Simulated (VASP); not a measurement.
# Al3O in VASP: a series of runs

Runs on Al3O. Level: LDA. Tasks: single point.

Program: VASP 6.6.1. These are calculated values, not measurements. Logs are shortened: lines on timing, memory, paths and dates and some standing lists are left out, and cuts for length are marked.

### Step 1. The cell of the first run

The cell holds a slab with vacuum, 4 atoms: a = 2.817 Å, b = 2.817 Å, c = 21.104 Å, α = 90.00°, β = 90.00°, γ = 90.00°.

### Step 2. Single point, LDA

Contents of INCAR:

```
PREC = Accurate
ENCUT = 520
EDIFF = 1E-6
ISMEAR = 0
SIGMA = 0.1
LREAL = F
LASPH = T
NELM = 60
ALGO = Normal
ISIF = 2
LWAVE = F
LCHARG = F
LDIPOL = T
IDIPOL = 3
DIPOL = 0.5 0.5 0.354
NBANDS = 16
```

Contents of KPOINTS:

```
Automatic mesh
0
Gamma
  9 9 1
```

Contents of POSCAR:

```
Al3O
1.0
    2.8168432364      0.0000000000      0.0000000000
    0.0000000000      2.8168432364      0.0000000000
    0.0000000000      0.0000000000     21.1042970937
Al O
3 1
Direct
    0.5000000000      0.5000000000      0.1895348602
    0.0000000000      0.0000000000      0.2867549192
    0.5000000000      0.5000000000      0.3840117042
    0.8333333333      0.8333333333      0.5560145899
```

Potentials or basis: VASP PAW LDA potentials, release 64 (Al, O).

Launch:

```bash
$ cat potpaw_LDA.64/Al/POTCAR potpaw_LDA.64/O/POTCAR > POTCAR
$ mpirun -np 1 vasp_std > vasp.out
```

OUTCAR:

```text
PREC = Accurate
   ENCUT = 520
   EDIFF = 1E-6
   ISMEAR = 0
   LREAL = F
   LASPH = T
   NELM = 60
   ISIF = 2

 ion  position               nearest neighbor table
   1  0.500  0.500  0.190-   2 2.86   2 2.86   2 2.86   2 2.86
   2  0.000  0.000  0.287-   1 2.86   1 2.86   1 2.86   1 2.86   3 2.86   3 2.86   3 2.86   3 2.86

   3  0.500  0.500  0.384-   2 2.86   2 2.86   2 2.86   2 2.86
   4  0.833  0.833  0.556-

  LATTYP: Found a simple tetragonal cell.
 ALAT       =     2.8168432364
 C/A-ratio  =     7.4921801899

  Lattice vectors:

 A1 = (   2.8168432364,   0.0000000000,   0.0000000000)
 A2 = (   0.0000000000,   2.8168432364,   0.0000000000)
 A3 = (   0.0000000000,   0.0000000000,  21.1042970937)

Analysis of symmetry for initial positions (statically):
=====================================================================
 Subroutine PRICEL returns:
 Original cell was already a primitive cell.

 Routine SETGRP: Setting up the symmetry group for a
 simple tetragonal supercell.

 Subroutine GETGRP returns: Found  2 space group operations
 (whereof  2 operations were pure point group operations)
 out of a pool of 16 trial point group operations.

The static configuration has the point symmetry C_1h.

Analysis of symmetry for dynamics (positions and initial velocities):
=====================================================================
 Subroutine PRICEL returns:
 Original cell was already a primitive cell.

 Routine SETGRP: Setting up the symmetry group for a
 simple tetragonal supercell.

 Subroutine GETGRP returns: Found  2 space group operations
 (whereof  2 operations were pure point group operations)
 out of a pool of 16 trial point group operations.

The dynamic configuration has the point symmetry C_1h.

 Subroutine INISYM returns: Found  2 space group operations
 (whereof  2 operations are pure point group operations),
 and found     1 'primitive' translations

----------------------------------------------------------------------------------------

                                     Primitive cell

  volume of cell :     167.4543

  direct lattice vectors                    reciprocal lattice vectors
     2.816843236  0.000000000  0.000000000     0.355007331  0.000000000  0.000000000
     0.000000000  2.816843236  0.000000000     0.000000000  0.355007331  0.000000000
     0.000000000  0.000000000 21.104297094     0.000000000  0.000000000  0.047383715

  length of vectors
     2.816843236  2.816843236 21.104297094     0.355007331  0.355007331  0.047383715

  position of ions in fractional coordinates (direct lattice)
     0.500000000  0.500000000  0.189534860
     0.000000000  0.000000000  0.286754919
     0.500000000  0.500000000  0.384011704
     0.833333333  0.833333333  0.556014590

  ion indices of the primitive-cell ions
   primitive index   ion index
                 1           1
                 2           2
                 3           3
                 4           4

----------------------------------------------------------------------------------------

 KPOINTS: Automatic mesh

Automatic generation of k-mesh.
 Grid dimensions read from file:
 generate k-points for:    9    9    1

 Generating k-lattice:

  Cartesian coordinates                     Fractional coordinates (reciprocal lattice)
     0.039445259  0.000000000  0.000000000     0.111111111  0.000000000  0.000000000
     0.000000000  0.039445259  0.000000000     0.000000000  0.111111111  0.000000000
     0.000000000  0.000000000  0.047383715     0.000000000  0.000000000  1.000000000

  Length of vectors
     0.039445259  0.039445259  0.047383715

  Shift w.r.t. Gamma in fractional coordinates (k-lattice)
     0.000000000  0.000000000  0.000000000

 Subroutine IBZKPT returns following result:
 ===========================================

 Found     25 irreducible k-points:

 Following reciprocal coordinates:
            Coordinates               Weight
  0.000000  0.000000  0.000000      1.000000
  0.111111  0.000000  0.000000      4.000000
  0.222222  0.000000  0.000000      4.000000
  0.333333  0.000000  0.000000      4.000000
  0.444444  0.000000  0.000000      4.000000
  0.111111  0.111111  0.000000      2.000000
[... 16 lines left out ...]
 -0.333333  0.444444  0.000000      4.000000
  0.444444  0.444444  0.000000      2.000000
   k-points           NKPTS =     25   k-points in BZ     NKDIM =     25   number of bands    NBANDS=     16
   number of dos      NEDOS =    301   number of ions     NIONS =      4
   total plane-waves  NPLWV =  92160
   dimension x,y,z NGX =    24 NGY =   24 NGZ =  160
   dimension x,y,z NGXF=    48 NGYF=   48 NGZF=  320
   ions per type =               3   1
   NGX,Y,Z   is equivalent  to a cutoff of  14.16, 14.16, 12.60 a.u.
   NGXF,Y,Z  is equivalent  to a cutoff of  28.33, 28.33, 25.21 a.u.
 SYSTEM =  unknown system
   PREC   = accura    normal or accurate (medium, high low for compatibility)
   ISTART =      0    job   : 0-new  1-cont  2-samecut
   ICHARG =      2    charge: 1-file 2-atom 10-const
   ISPIN  =      1    spin polarized calculation?
   LNONCOLLINEAR =      F non collinear calculations
   LSORBIT =      F    spin-orbit coupling
   LASPH  =      T    aspherical Exc in radial PAW
   ENCUT  =  520.0 eV  38.22 Ry    6.18 a.u.   5.24  5.24 39.24*2*pi/ulx,y,z
   NELM   =     60;   NELMIN=  2; NELMDL= -5     # of ELM steps
   EDIFF  = 0.1E-05   stopping-criterion for ELM
   LREAL  =      F    real-space projection
   EDIFFG = 0.1E-04   stopping-criterion for IOM
   NSW    =      0    number of steps for IOM
   IBRION =     -1    ionic relax: 0-MD 1-quasi-New 2-CG
   NFREE  =      0    steps in history (QN), initial steepest desc. (CG)
   ISIF   =      2    stress and relaxation
   ISYM   =      2    0-nonsym 1-usesym 2-fastsym
   POTIM  = 0.5000    time-step for ionic-motion
   TEBEG  =    0.0;   TEEND  =   0.0 temperature during run
   PSTRESS=    0.0 pullay stress
   NELECT =      15.0000    total number of electrons
   NUPDOWN=      -1.0000    fix difference up-down
   EMIN   =  10.00;   EMAX   =-10.00  energy-range for DOS
   EFERMI =   0.00;   METHOD = LEGACY
   ISMEAR =     0;   SIGMA  =   0.10  broadening in eV -4-tet -1-fermi 0-gaus
   EFERMI_NEDOS =   21; number of points for ismear=-14 and -15
   IALGO  =     38    algorithm
   IMIX   =      4    mixing-type and parameters
     AMIX     =   0.40;   BMIX     =  1.00
     AMIX_MAG =   1.60;   BMIX_MAG =  1.00
  volume/ion in A,a.u.               =      41.86       282.51
  Fermi-wavevector in a.u.,A,eV,Ry     =   0.732498  1.384221  7.300253  0.536553
  Thomas-Fermi vector in A             =   1.824976
   LORBIT       =      0    0 simple, 1 ext, 2 COOP (PROOUT), +10 PAW based schemes
   GGA     = CA    functional components
   LHFCALC =     F    Hartree Fock is set to
   AEXX    =    0.0000 exact exchange contribution
   IVDW    =     0    specifies the selected vdW correction
   LEPSILON=     F    determine dielectric tensor
   LRPA    =     F    only Hartree local field effects (RPA)
 non-spin polarized calculation
 Gauss-broadening in eV      SIGMA  =   0.10
  energy-cutoff  :      520.00
  volume of cell :      167.45
 maximum number of plane-waves:      4559
 NGX is ok and might be reduce to    24
   NGX = 11   NGY = 11   NGZ = 79

 number of electron      15.0000002 magnetization

 dipolmoment           0.000000      0.000000      0.228721 electrons x Angstroem

 Free energy of the ion-electron system (eV)
  ---------------------------------------------------
  ext. energy  EPLUGINS =         0.00000000
  ---------------------------------------------------
  free energy    TOTEN  =       -13.13373297 eV

  energy without entropy =      -13.10980826  energy(sigma->0) =      -13.12177062

 E-fermi :  -2.1986     XC(G=0):  -4.9604

 val. band max:       -2.2106620369   @ k =  -0.3333   0.3333   0.0000
 cond. band min:      -2.1546148534   @ k =   0.4444   0.3333   0.0000
 fundamental gap:      0.0560471836
 Fermi energy:        -2.1986162769

 k-point     1 :       0.0000    0.0000    0.0000
  band No.  band energies     occupation
      1     -17.3889      2.00000
      2     -12.7806      2.00000
      3     -10.5040      2.00000
      4      -7.1278      2.00000
      5      -4.0642      2.00000
      6      -2.7689      2.00000
[... 8 lines left out ...]
     15       5.5299      0.00000
     16       5.9727      0.00000

 k-point     2 :       0.1111    0.0000    0.0000
  band No.  band energies     occupation
      1     -17.3439      2.00000
      2     -12.5521      2.00000
      3     -10.2782      2.00000
      4      -6.9035      2.00000
      5      -3.8612      2.00000
      6      -2.7033      2.00000
[... 8 lines left out ...]
     15       5.6971      0.00000
     16       5.8062      0.00000

 k-point     3 :       0.2222    0.0000    0.0000
  band No.  band energies     occupation
      1     -17.2271      2.00000
      2     -11.8689      2.00000
      3      -9.6031      2.00000
      4      -6.2343      2.00000
      5      -3.2861      2.00000
      6      -2.5648      2.00000
[... 8 lines left out ...]
     15       5.0544      0.00000
     16       6.2304      0.00000

 k-point     4 :       0.3333    0.0000    0.0000
  band No.  band energies     occupation
      1     -17.0887      2.00000
      2     -10.7377      2.00000
      3      -8.4856      2.00000
      4      -5.1360      2.00000
      5      -4.7808      2.00000
      6      -3.2389      2.00000
[... 8 lines left out ...]
     15       5.8908      0.00000
     16       6.0310      0.00000
[... 324 lines left out ...]
 k-point    22 :       0.4444    0.3333    0.0000
  band No.  band energies     occupation
      1     -16.7321      2.00000
      2      -7.1910      2.00000
      3      -5.2710      2.00000
      4      -4.9836      2.00000
      5      -3.2594      2.00000
      6      -3.0992      2.00000
[... 8 lines left out ...]
     15       2.7297      0.00000
     16       3.7064      0.00000

 k-point    23 :      -0.3333    0.4444    0.0000
  band No.  band energies     occupation
      1     -16.7321      2.00000
      2      -7.1910      2.00000
      3      -5.2710      2.00000
      4      -4.9836      2.00000
      5      -3.2587      2.00000
      6      -3.0999      2.00000
[... 8 lines left out ...]
     15       2.7297      0.00000
     16       3.7075      0.00000

 k-point    24 :       0.4444    0.4444    0.0000
  band No.  band energies     occupation
      1     -16.6506      2.00000
      2      -5.7072      2.00000
      3      -4.3356      2.00000
      4      -3.5317      2.00000
      5      -3.1418      2.00000
      6      -3.1224      2.00000
[... 8 lines left out ...]
     15       2.4240      0.00000
     16       2.7278      0.00000

 [... further k-points ...]

------------------------ aborting loop because EDIFF is reached ----------------------------------------

 vacuum level on the upper side and lower side of the slab       (xc-potential included)         2.263        -2.824

  FORCE on cell =-STRESS in cart. coord.  units (eV):
  Direction    XX          YY          ZZ          XY          YZ          ZX
  --------------------------------------------------------------------------------------
  -------------------------------------------------------------------------------------
  Total       -4.7070249     -4.7070249     -0.8105149      0.0047896     -0.0452119     -0.0452119
  in kB      -45.0361057    -45.0361057     -7.7548845      0.0458263     -0.4325808     -0.4325809
  external PRESSURE =     -32.6090320 kB  Pullay stress =       0.0000000 kB

 VOLUME and BASIS-vectors are now :
 -----------------------------------------------------------------------------
  energy-cutoff  :      520.00
  volume of cell :      167.45
      direct lattice vectors                 reciprocal lattice vectors
     2.816843236  0.000000000  0.000000000     0.355007331  0.000000000  0.000000000
     0.000000000  2.816843236  0.000000000     0.000000000  0.355007331  0.000000000
     0.000000000  0.000000000 21.104297094     0.000000000  0.000000000  0.047383715

 POSITION                                       TOTAL-FORCE (eV/Angst)
 -----------------------------------------------------------------------------------
      1.40842      1.40842      4.00000        -0.002262     -0.002262     -0.190837
      0.00000      0.00000      6.05176        -0.002336     -0.002336     -0.003039
      1.40842      1.40842      8.10430         0.020770      0.020770      0.634458
      2.34737      2.34737     11.73430        -0.016173     -0.016173     -0.440582
 -----------------------------------------------------------------------------------
    total drift:                               -0.000047     -0.000047      0.000265

  FREE ENERGIE OF THE ION-ELECTRON SYSTEM (eV)
  ---------------------------------------------------
  free  energy   TOTEN  =       -13.1337329718 eV

  energy  without entropy=      -13.1098082630  energy(sigma->0) =      -13.12177062

 vacuum level on the upper side and lower side of the slab         7.257         2.042
```

It took 47 s on 1 thread of Intel Xeon 6975P-C (Granite Rapids), shared host; peak memory 0.24 GiB.

What came out:

| Item | Value |
| --- | --- |
| Free energy | -13.1337 eV |
| Largest force | 0.635 eV/Å |

Forces in eV/Å, atoms in the order of the input:
```
Al  -0.002 -0.002 -0.191
Al  -0.002 -0.002 -0.003
Al   0.021  0.021  0.634
O   -0.016 -0.016 -0.441
```

Caveat: an odd number of electrons without spin polarisation forces a metal; a magnetic or distorted state may lie lower.

### Step 3. Single point, LDA

Contents of INCAR:

```
SYSTEM = Al3O
ALGO = Normal
DIPOL = 0.5 0.5 0.328
EDIFF = 1E-7
ENCUT = 520
GGA = CA
IDIPOL = 3
ISIF = 2
ISMEAR = 0
LASPH = .True.
LCHARG = .False.
LDIPOL = .True.
LREAL = .False.
LWAVE = .False.
NBANDS = 16
NELM = 80
PREC = Accurate
SIGMA = 0.1
```

Contents of KPOINTS:

```
k-points
0
Gamma
  9 9 1
  0 0 0
```

Changes to POSCAR since step 2:

```diff
@@ -11,2 +11,2 @@
     0.5000000000      0.5000000000      0.3840117042
-    0.8333333333      0.8333333333      0.5560145899
+    0.6666666667      0.6666666667      0.4527180911
```

Potentials or basis: VASP PAW LDA potentials, release 64 (Al, O).

Launch:

```bash
$ cat potpaw_LDA.64/Al/POTCAR potpaw_LDA.64/O/POTCAR > POTCAR
$ mpirun -np 1 vasp_std > vasp.out
```

OUTCAR:

```text
SYSTEM = Al3O
   EDIFF = 1E-7
   ENCUT = 520
   GGA = CA
   ISIF = 2
   ISMEAR = 0
   LASPH = .True.
   LREAL = .False.
   NELM = 80
   PREC = Accurate

 ion  position               nearest neighbor table
   1  0.500  0.500  0.190-   2 2.86   2 2.86   2 2.86   2 2.86
   2  0.000  0.000  0.287-   1 2.86   1 2.86   1 2.86   1 2.86   3 2.86   3 2.86   3 2.86   3 2.86

   3  0.500  0.500  0.384-   4 1.59   2 2.86   2 2.86   2 2.86   2 2.86
   4  0.667  0.667  0.453-   3 1.59

  LATTYP: Found a simple tetragonal cell.
 ALAT       =     2.8168432364
[... 662 lines left out ...]
  -------------------------------------------------------------------------------------
  Total       -0.8730414     -0.8730414      2.1575337      1.1340872      2.1794130      2.1794130
  in kB       -8.3531285     -8.3531285     20.6429581     10.8507757     20.8522952     20.8522951
  external PRESSURE =       1.3122337 kB  Pullay stress =       0.0000000 kB

 VOLUME and BASIS-vectors are now :
 -----------------------------------------------------------------------------
  energy-cutoff  :      520.00
  volume of cell :      167.45
      direct lattice vectors                 reciprocal lattice vectors
     2.816843236  0.000000000  0.000000000     0.355007331  0.000000000  0.000000000
     0.000000000  2.816843236  0.000000000     0.000000000  0.355007331  0.000000000
     0.000000000  0.000000000 21.104297094     0.000000000  0.000000000  0.047383715

 POSITION                                       TOTAL-FORCE (eV/Angst)
 -----------------------------------------------------------------------------------
      1.40842      1.40842      4.00000         0.005614      0.005614     -0.142505
      0.00000      0.00000      6.05176         0.077151      0.077151      0.147144
      1.40842      1.40842      8.10430        -1.711424     -1.711424     -1.292365
      1.87790      1.87790      9.55430         1.628659      1.628659      1.287726
 -----------------------------------------------------------------------------------
    total drift:                                0.000081      0.000081     -0.000144

  FREE ENERGIE OF THE ION-ELECTRON SYSTEM (eV)
  ---------------------------------------------------
  free  energy   TOTEN  =       -17.9216121553 eV

  energy  without entropy=      -17.9076994476  energy(sigma->0) =      -17.91465580

 vacuum level on the upper side and lower side of the slab         7.325         1.872
```

stdout:

```text
POSCAR found type information on POSCAR AlO
 POSCAR found :  2 types and       4 ions
 scaLAPACK will be used
 LDA part: xc-table for (Slater(with rela. corr.)+CA(PZ))
 , standard interpolation
 POSCAR, INCAR and KPOINTS ok, starting setup
 FFT: planning ... GRIDC
 FFT: planning ... GRID_SOFT
 FFT: planning ... GRID
 WAVECAR not read
 entering main loop
```

Run time: 56 s. Hardware: 1 thread of Intel Xeon 6975P-C (Granite Rapids), shared host; peak memory 0.25 GiB.

What came out:

- Free energy: -17.9216 eV
- Largest force: 2.744 eV/Å

Forces on the atoms (eV/Å):
```
Al   0.006  0.006 -0.143
Al   0.077  0.077  0.147
Al  -1.711 -1.711 -1.292
O    1.629  1.629  1.288
```

Caveat: an odd number of electrons without spin polarisation forces a metal; a magnetic or distorted state may lie lower.

### Step 4. Single point, LDA

Contents of INCAR:

```
PREC     = Accurate       # precision mode
ENCUT    = 520            # plane-wave cutoff, eV
EDIFF    = 1E-6           # SCF threshold, eV
ISMEAR   = 0              # smearing method
SIGMA    = 0.1            # smearing width, eV
LREAL    = False          # projectors in reciprocal space
LASPH    = True           # aspherical terms in the spheres
NELM     = 80             # most SCF steps
ALGO     = Normal         # electronic algorithm
ISIF     = 2              # what is computed and relaxed
LWAVE    = False          # write WAVECAR
LCHARG   = True           # write CHGCAR
LDIPOL   = True         
IDIPOL   = 3            
DIPOL    = 0.5 0.5 0.340
LELF     = True           # ELF
LVHAR    = True         
LVACPOTAV= True         
NBANDS   = 16             # bands
```

Contents of KPOINTS:

```
Automatic mesh
0
Gamma
  9 9 1
```

Changes to POSCAR since step 3:

```diff
@@ -11,2 +11,2 @@
     0.5000000000      0.5000000000      0.3840117042
-    0.6666666667      0.6666666667      0.4527180911
+    0.6666666667      0.6666666667      0.4991541318
```

Launch:

```bash
$ cat potpaw_LDA.64/Al/POTCAR potpaw_LDA.64/O/POTCAR > POTCAR
$ mpirun -np 1 vasp_std > vasp.out
```

It took 61 s on 1 thread of Intel Xeon 6975P-C (Granite Rapids), shared host; peak memory 0.24 GiB.

Results (log left out):

- Free energy: -14.8258 eV
- Largest force: 2.855 eV/Å

Forces in eV/Å, atoms in the order of the input:
```
Al  -0.013 -0.013 -0.129
Al   0.007  0.007  0.228
Al   0.297  0.297  2.726
O   -0.290 -0.290 -2.825
```

Levels at points of the mesh, in eV from the Fermi level:
```tsv
k point	band 6	band 7	band 8	band 9	band 10	band 11
(0.00, 0.00, 0.00)	-0.20	0.23	0.24	2.86	4.65	6.07
```

Caveat: an odd number of electrons without spin polarisation forces a metal; a magnetic or distorted state may lie lower.
